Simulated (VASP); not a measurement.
## Rb: single point with revPBE

The system is Rb.

```
Rb
1.0
     5.25082    0.00000    0.00000
    -2.62541    4.54735    0.00000
     0.00000    0.00000   17.33272
Rb
4
Direct
  0.00000 0.00000 0.00000
  0.00000 0.00000 0.50000
  0.33333 0.66667 0.25000
  0.66667 0.33333 0.75000
```

This isn't the form of Rb at room conditions, which is bcc.

```yaml
Program: VASP 6.6.1
Task: single point
Functional: revPBE
Potentials_or_basis: VASP PAW PBE potentials, release 64 (Rb_sv)
Cutoff: 520 eV
k_mesh: 8 × 8 × 2
Occupations: fermi-dirac, width 0.1 eV
Spin: no spin polarisation
```

| Item | Value |
| --- | --- |
| Pressure | -0.1 GPa |
| Band gap on the k mesh | zero (bands 18 and 19 overlap by 1.77 eV) |

Levels at points of the mesh, in eV from the Fermi level:
| k point | band 16 | band 17 | band 18 | band 19 | band 20 | band 21 |
| --- | --- | --- | --- | --- | --- | --- |
| (0.00, 0.00, 0.00) | -13.06 | -1.78 | -1.19 | -1.19 | 0.16 | 0.55 |
| (0.50, 0.00, 0.00) | -13.07 | 0.11 | 0.23 | 0.46 | 0.51 | 0.78 |
| (0.00, 0.00, 0.50) | -13.07 | -1.63 | -1.63 | -0.52 | -0.52 | 1.30 |
| (0.50, 0.00, 0.50) | -13.07 | 0.20 | 0.20 | 0.38 | 0.38 | 1.01 |

Wall time 7.4 min on 1 thread of Intel Xeon 8259CL, on a shared host, peak memory 0.57 GiB.

Caveat: the PAW data sets were made with another functional, which shifts forces and pressure a little.
